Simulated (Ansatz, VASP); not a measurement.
## One calculation of Rb2H3, two programs

```
Rb H
1.0
     4.93494    0.00000    0.00000
    -2.46747    4.27379    0.00000
     0.00000    0.00000    5.99874
Rb H
2 3
Direct
  0.33333 0.66667 0.23382
  0.66667 0.33333 0.76618
  0.00000 0.00000 0.00000
  0.33333 0.66667 0.73628
  0.66667 0.33333 0.26372
```

Alike in both runs: task single point; functional PBE; k mesh 6 × 6 × 4; occupations gaussian, width 0.1 eV; no spin polarisation.

```csv
,VASP,Ansatz
version,VASP 6.6.1,Ansatz 0.2.0
potentials or method,"VASP PAW PBE potentials, release 64 (Rb_sv, H), cutoff 520 eV","scalar-relativistic, plane waves, PAW"
valence electrons in the cell,21,21
```

|  | VASP | Ansatz | Ansatz less VASP |
| --- | --- | --- | --- |
| gap on the k mesh at the Fermi level (eV) | none | none | - |
| pressure (GPa) | 0.0 | 0.0 | +0.02 |

A gap of «none» marks a metal or a gap that the smearing closes. The functional is the same, so the differences come from potentials, cutoffs and numerics.
